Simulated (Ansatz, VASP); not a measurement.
## W: VASP beside Ansatz

```
CELL_PARAMETERS angstrom
0.00000 2.03000 1.96910
2.03000 0.00000 1.96910
2.03000 2.03000 0.00000
ATOMIC_POSITIONS crystal
W 0.00000 0.00000 0.00000
```

Change from the starting cell: strain +0.000 along x and y, -0.030 along z, atoms carried along.

Alike in both runs: task single point; functional PBEsol; k mesh 20 × 20 × 20; occupations gaussian, width 0.15 eV; no spin polarisation.

|  | VASP | Ansatz |
| --- | --- | --- |
| version | VASP 6.6.1 | Ansatz 0.2.0 |
| potentials or method | VASP PAW PBE potentials, release 64 (W_sv), cutoff 520 eV | scalar-relativistic, plane waves, PAW |
| valence electrons in the cell | 14 | 14 |

VASP gave:

* gap on the k mesh at the Fermi level (eV): none
* pressure (GPa): -4.0
* traceless stress, the component that is largest in VASP (GPa): -6.98

What did Ansatz give for the same quantities?

gap on the k mesh at the Fermi level (eV): none; pressure (GPa): -4.6; traceless stress, the component that is largest in VASP (GPa): -6.91.

VASP's potentials were made for PBE, not for PBEsol. A gap of «none» marks a metal or a gap that the smearing closes. With one functional, cell and mesh, what is left measures potentials, basis and numerics.

Neither program's run includes spin-orbit coupling.
